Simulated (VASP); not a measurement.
# Ca (I4_1/amd) in VASP: notebook

The runs below take Ca through single point, with PBE.

Everything below comes from runs of VASP 6.6.1. Logs are shortened: lines on timing, memory, paths and dates and some standing lists are left out, and cuts for length are marked.

### Step 1. The cell of the first run

It takes space group I4_1/amd (No. 141, tetragonal). Conventional cell: a = 5.047 Å, b = 5.047 Å, c = 2.704 Å, α = 90.00°, β = 90.00°, γ = 90.00°. Ca (site symmetry -4m2) has 10 Ca at 2.61 to 3.24 Å within 3.4 Å.

### Step 2. Single point, PBE

Input file INCAR:

```
SYSTEM = Ca
  PREC = Accurate
  ENCUT = 520
  EDIFF = 1E-6
  ISMEAR = -1
  SIGMA = 0.05
  LREAL = .FALSE.
  LASPH = .TRUE.
  NELM = 80
  ALGO = Normal
  ISIF = 2
  LWAVE = .FALSE.
  LCHARG = .FALSE.
  GGA = PE
  NBANDS = 17
```

Input file KPOINTS:

```
Automatic mesh
0
G
  12 12 12
  0 0 0
```

Input file POSCAR:

```
Ca
1.0
   -2.5235110640      2.5235110640      1.3517976740
    2.5235110640     -2.5235110640      1.3517976740
    2.5235110640      2.5235110640     -1.3517976740
Ca
2
Direct
   -0.3750000000     -0.1250000000     -0.2500000000
    0.3750000000      0.1250000000      0.2500000000
```

Potentials or basis: VASP PAW PBE potentials, release 64 (Ca_sv).

On the command line:

```console
$ cat potpaw_PBE.64/Ca_sv/POTCAR > POTCAR
$ mpirun -np 1 vasp_std > vasp.out
```

OUTCAR:

```text
SYSTEM = Ca
   PREC = Accurate
   ENCUT = 520
   EDIFF = 1E-6
   ISMEAR = -1
   LREAL = .FALSE.
   LASPH = .TRUE.
   NELM = 80
   ISIF = 2
   GGA = PE

 ion  position               nearest neighbor table
   1  0.625  0.875  0.750-   2 2.61   2 2.61   2 2.61   2 2.61
   2  0.375  0.125  0.250-   1 2.61   1 2.61   1 2.61   1 2.61

  LATTYP: Found a body centered tetragonal cell.
 ALAT       =     5.0470221280
 C/A-ratio  =     0.5356812947

  Lattice vectors:

 A1 = (  -2.5235110640,   2.5235110640,   1.3517976740)
 A2 = (   2.5235110640,  -2.5235110640,   1.3517976740)
 A3 = (   2.5235110640,   2.5235110640,  -1.3517976740)

Analysis of symmetry for initial positions (statically):
=====================================================================
 Subroutine PRICEL returns:
 Original cell was already a primitive cell.

 Routine SETGRP: Setting up the symmetry group for a
 body centered tetragonal supercell.

 Subroutine GETGRP returns: Found 16 space group operations
 (whereof  4 operations were pure point group operations)
 out of a pool of 16 trial point group operations.

The static configuration has the point symmetry C_2h.
 The point group associated with its full space group is D_4h.

Analysis of symmetry for dynamics (positions and initial velocities):
=====================================================================
 Subroutine PRICEL returns:
 Original cell was already a primitive cell.

 Routine SETGRP: Setting up the symmetry group for a
 body centered tetragonal supercell.

 Subroutine GETGRP returns: Found 16 space group operations
 (whereof  4 operations were pure point group operations)
 out of a pool of 16 trial point group operations.

The dynamic configuration has the point symmetry C_2h.
 The point group associated with its full space group is D_4h.

 Subroutine INISYM returns: Found 16 space group operations
 (whereof  4 operations are pure point group operations),
 and found     1 'primitive' translations

----------------------------------------------------------------------------------------

                                     Primitive cell

  volume of cell :      34.4336

  direct lattice vectors                    reciprocal lattice vectors
[... 76 lines left out ...]
   NGXF,Y,Z  is equivalent  to a cutoff of  24.40, 24.40, 24.40 a.u.
 SYSTEM =  Ca
   PREC   = accura    normal or accurate (medium, high low for compatibility)
   ISTART =      0    job   : 0-new  1-cont  2-samecut
   ICHARG =      2    charge: 1-file 2-atom 10-const
   ISPIN  =      1    spin polarized calculation?
   LNONCOLLINEAR =      F non collinear calculations
   LSORBIT =      F    spin-orbit coupling
   LASPH  =      T    aspherical Exc in radial PAW
   ENCUT  =  520.0 eV  38.22 Ry    6.18 a.u.   7.10  7.10  7.10*2*pi/ulx,y,z
   NELM   =     80;   NELMIN=  2; NELMDL= -5     # of ELM steps
   EDIFF  = 0.1E-05   stopping-criterion for ELM
   LREAL  =      F    real-space projection
   EDIFFG = 0.1E-04   stopping-criterion for IOM
   NSW    =      0    number of steps for IOM
   IBRION =     -1    ionic relax: 0-MD 1-quasi-New 2-CG
   NFREE  =      0    steps in history (QN), initial steepest desc. (CG)
   ISIF   =      2    stress and relaxation
   ISYM   =      2    0-nonsym 1-usesym 2-fastsym
   POTIM  = 0.5000    time-step for ionic-motion
   TEBEG  =    0.0;   TEEND  =   0.0 temperature during run
   PSTRESS=    0.0 pullay stress
   NELECT =      20.0000    total number of electrons
   NUPDOWN=      -1.0000    fix difference up-down
   EMIN   =  10.00;   EMAX   =-10.00  energy-range for DOS
   EFERMI =   0.00;   METHOD = LEGACY
   ISMEAR =    -1;   SIGMA  =   0.05  broadening in eV -4-tet -1-fermi 0-gaus
   EFERMI_NEDOS =   21; number of points for ismear=-14 and -15
   IALGO  =     38    algorithm
   IMIX   =      4    mixing-type and parameters
     AMIX     =   0.40;   BMIX     =  1.00
     AMIX_MAG =   1.60;   BMIX_MAG =  1.00
  volume/ion in A,a.u.               =      17.22       116.18
  Fermi-wavevector in a.u.,A,eV,Ry     =   1.365916  2.581208 25.384766  1.865728
  Thomas-Fermi vector in A             =   2.492103
   LORBIT       =      0    0 simple, 1 ext, 2 COOP (PROOUT), +10 PAW based schemes
   GGA     = PE    functional components
   LHFCALC =     F    Hartree Fock is set to
   AEXX    =    0.0000 exact exchange contribution
   IVDW    =     0    specifies the selected vdW correction
   LEPSILON=     F    determine dielectric tensor
   LRPA    =     F    only Hartree local field effects (RPA)
 non-spin polarized calculation
  energy-cutoff  :      520.00
  volume of cell :       34.43
 maximum number of plane-waves:       944
   NGX = 15   NGY = 15   NGZ = 15

 number of electron      20.0000001 magnetization

 Free energy of the ion-electron system (eV)
  ---------------------------------------------------
  ext. energy  EPLUGINS =         0.00000000
  ---------------------------------------------------
  free energy    TOTEN  =         0.71773994 eV

  energy without entropy =        0.72560709  energy(sigma->0) =        0.72167351

 E-fermi :   6.7438     XC(G=0): -11.1479

 val. band max:        6.7387668098   @ k =  -0.3333   0.4167   0.2500
 cond. band min:       6.7443616194   @ k =   0.3333   0.1667   0.0833
 fundamental gap:      0.0055948096
 Fermi energy:         6.7438032945

 k-point     1 :       0.0000    0.0000    0.0000
  band No.  band energies     occupation
      1     -34.4204      2.00000
      2     -33.4606      2.00000
      3     -15.9947      2.00000
      4     -15.9947      2.00000
      5     -14.1054      2.00000
      6     -14.0891      2.00000
[... 457 lines left out ...]
      4     -15.4624      2.00000
      5     -15.2906      2.00000
      6     -14.7760      2.00000
[... 9 lines left out ...]
     16      11.7759      0.00000
     17      12.7397      0.00000

 [... further k-points ...]
[... 5 lines left out ...]
  --------------------------------------------------------------------------------------
  -------------------------------------------------------------------------------------
  Total       10.6165412     10.6165412     10.4897718      0.0000000      0.0000000      0.0000000
  in kB      493.9824512    493.9824512    488.0839318      0.0000000      0.0000000      0.0000000
  external PRESSURE =     492.0162781 kB  Pullay stress =       0.0000000 kB

 VOLUME and BASIS-vectors are now :
 -----------------------------------------------------------------------------
  energy-cutoff  :      520.00
  volume of cell :       34.43
      direct lattice vectors                 reciprocal lattice vectors
    -2.523511064  2.523511064  1.351797674     0.000000000  0.198136639  0.369877837
     2.523511064 -2.523511064  1.351797674     0.198136639  0.000000000  0.369877837
     2.523511064  2.523511064 -1.351797674     0.198136639  0.198136639  0.000000000

 POSITION                                       TOTAL-FORCE (eV/Angst)
 -----------------------------------------------------------------------------------
      2.52351      1.26176      1.01385        -0.000000      0.000000     -0.000000
      0.00000      1.26176      0.33795         0.000000     -0.000000      0.000000
 -----------------------------------------------------------------------------------
    total drift:                               -0.000000      0.000000     -0.000000

  FREE ENERGIE OF THE ION-ELECTRON SYSTEM (eV)
  ---------------------------------------------------
  free  energy   TOTEN  =         0.7177399408 eV

  energy  without entropy=        0.7256070890  energy(sigma->0) =        0.72167351
```

OSZICAR:

```text
N       E                     dE             d eps       ncg     rms          rms(c)
DAV:   1     0.189726856087E+03    0.18973E+03   -0.10731E+04  5542   0.122E+03
DAV:   2     0.101425683378E+02   -0.17958E+03   -0.17651E+03  5935   0.357E+02
DAV:   3     0.672832574460E+00   -0.94697E+01   -0.92716E+01 10639   0.636E+01
DAV:   4     0.563218516091E+00   -0.10961E+00   -0.10954E+00  6207   0.748E+00
DAV:   5     0.561385236945E+00   -0.18333E-02   -0.18329E-02  8549   0.702E-01    0.340E+00
DAV:   6     0.676468556595E+00    0.11508E+00   -0.52239E-02  9833   0.124E+00    0.174E+00
DAV:   7     0.719458009656E+00    0.42989E-01   -0.73599E-02  9725   0.133E+00    0.256E-01
DAV:   8     0.717721529028E+00   -0.17365E-02   -0.46538E-03  7572   0.562E-01    0.447E-02
DAV:   9     0.717735727330E+00    0.14198E-04   -0.21131E-04  7464   0.109E-01    0.164E-02
DAV:  10     0.717738514734E+00    0.27874E-05   -0.53126E-06  7619   0.207E-02    0.255E-03
DAV:  11     0.717739763917E+00    0.12492E-05   -0.91509E-07  4741   0.608E-03    0.848E-04
DAV:  12     0.717739940784E+00    0.17687E-06   -0.13798E-07  3229   0.278E-03
   1 F= 0.71773994E+00 E0= 0.72167351E+00  d E =-.786715E-02
```

stdout:

```text
POSCAR found type information on POSCAR Ca
 POSCAR found :  1 types and       2 ions
 scaLAPACK will be used
 LDA part: xc-table for (Slater+PW92), standard interpolation
 POSCAR, INCAR and KPOINTS ok, starting setup
 FFT: planning ... GRIDC
 FFT: planning ... GRID_SOFT
 FFT: planning ... GRID
 WAVECAR not read
 entering main loop
```

Run time: 34 s. Hardware: 1 thread of Intel Xeon 6975P-C (Granite Rapids), shared host; peak memory 0.2 GiB.

Results:

```
Free energy            : 0.7177 eV
Pressure               : 49.2 GPa
Band gap on the k mesh : zero (band 10 reaches 7.39 eV, above the bottom of band 11 at 6.29 eV)
```

Stress tensor (GPa, compression positive):
```
49.40  0.00  0.00
 0.00 49.40  0.00
 0.00  0.00 48.81
```

Levels at points of the mesh, in eV from the Fermi level:
| k point | band 6 | band 7 | band 8 | band 9 | band 10 | band 11 | band 12 | band 13 | band 14 | band 15 |
| --- | --- | --- | --- | --- | --- | --- | --- | --- | --- | --- |
| (0.00, 0.00, 0.00) | -20.83 | -20.75 | -20.75 | -4.18 | -2.54 | 0.87 | 1.06 | 1.93 | 5.50 | 5.50 |
| (0.50, 0.00, 0.00) | -21.56 | -21.31 | -20.65 | -1.54 | -1.27 | 0.33 | 2.36 | 3.49 | 3.64 | 3.68 |
| (0.50, 0.50, 0.00) | -21.89 | -20.76 | -20.76 | -1.35 | -1.35 | 1.07 | 1.07 | 3.20 | 3.20 | 4.98 |
| (0.50, 0.50, 0.50) | -20.86 | -20.48 | -20.48 | -0.46 | -0.46 | 2.00 | 2.00 | 2.26 | 2.26 | 5.09 |

### Step 3. Single point, PBE

Input file INCAR:

```
  ALGO = Normal
  EDIFF = 1E-7
  ENCUT = 520
  GGA = PE
  ISIF = 2
  ISMEAR = -1
  LASPH = T
  LCHARG = F
  LREAL = F
  LWAVE = F
  NBANDS = 17
  NELM = 80
  PREC = Accurate
  SIGMA = 0.05
```

Input file KPOINTS:

```
k-points
0
Gamma
  12 12 12
```

POSCAR is that of step 2.

Potentials or basis: VASP PAW PBE potentials, release 64 (Ca_sv).

On the command line:

```console
$ cat potpaw_PBE.64/Ca_sv/POTCAR > POTCAR
$ mpirun -np 1 vasp_std > vasp.out
```

Run time: 36 s. Hardware: 1 thread of Intel Xeon 6975P-C (Granite Rapids), shared host; peak memory 0.21 GiB.

The run converged. Its results:

```
Free energy            : 0.7177 eV
Pressure               : 49.2 GPa
Band gap on the k mesh : zero (band 10 reaches 7.39 eV, above the bottom of band 11 at 6.29 eV)
```

Stress tensor (GPa, compression positive):
```
49.40  0.00  0.00
 0.00 49.40  0.00
 0.00  0.00 48.81
```

Levels at points of the mesh, in eV from the Fermi level:
```
           k point  band 7  band 8  band 9  band 10  band 11  band 12  band 13  band 14
(0.00, 0.00, 0.00)  -20.75  -20.75   -4.18    -2.54     0.87     1.06     1.93     5.50
(0.50, 0.00, 0.00)  -21.31  -20.65   -1.54    -1.27     0.33     2.36     3.49     3.64
(0.50, 0.50, 0.00)  -20.76  -20.76   -1.35    -1.35     1.07     1.07     3.20     3.20
(0.50, 0.50, 0.50)  -20.48  -20.48   -0.46    -0.46     2.00     2.00     2.26     2.26
```

### Step 4. Single point, PBE

This run uses another cell than the first one, of 19.37 Å³/atom, 1.125 times its volume.

Input file INCAR:

```
ALGO     = Normal         # electronic algorithm
EDIFF    = 1E-6           # SCF threshold, eV
ENCUT    = 520            # plane-wave cutoff, eV
GGA      = PE             # functional
ISIF     = 2              # what is computed and relaxed
ISMEAR   = -1             # smearing method
LASPH    = T              # aspherical terms in the spheres
LCHARG   = F              # write CHGCAR
LREAL    = F              # projectors in reciprocal space
LWAVE    = F              # write WAVECAR
NBANDS   = 17             # bands
NELM     = 80             # most SCF steps
PREC     = Accurate       # precision mode
SIGMA    = 0.05           # smearing width, eV
```

KPOINTS is that of step 3.

Input file POSCAR:

```
Ca
1.0
   -2.6266515507      2.6266515507      1.4036851865
    2.6266515507     -2.6266515507      1.4036851865
    2.6266515507      2.6266515507     -1.4036851865
Ca
2
Direct
   -0.3750000000     -0.1250000000     -0.2500000000
    0.3750000000      0.1250000000      0.2500000000
```

On the command line:

```console
$ cat potpaw_PBE.64/Ca_sv/POTCAR > POTCAR
$ mpirun -np 1 vasp_std > vasp.out
```

It took 47 s on 1 thread of Intel Xeon 6975P-C (Granite Rapids), shared host; peak memory 0.22 GiB.

Results (log left out):

| Property | Result |
| --- | --- |
| Free energy | -0.4112 eV |
| Pressure | 35.5 GPa |
| Band gap on the k mesh | zero (band 10 reaches 6.28 eV, above the bottom of band 11 at 5.54 eV) |

Levels at points of the mesh, in eV from the Fermi level:
```csv
k point,band 6,band 7,band 8,band 9,band 10,band 11,band 12,band 13,band 14,band 15
"(0.00, 0.00, 0.00)",-21.08,-21.00,-21.00,-4.30,-1.99,1.08,1.13,2.03,5.27,5.27
"(0.50, 0.00, 0.00)",-21.61,-21.43,-20.92,-1.15,-1.06,0.39,2.27,3.06,3.45,3.46
"(0.50, 0.50, 0.00)",-21.86,-21.02,-21.02,-1.55,-1.55,1.20,1.20,2.99,2.99,4.57
"(0.50, 0.50, 0.50)",-21.10,-20.81,-20.81,-0.54,-0.54,1.45,1.45,2.28,2.28,4.88
```

(Continued in part 2 of 2.)
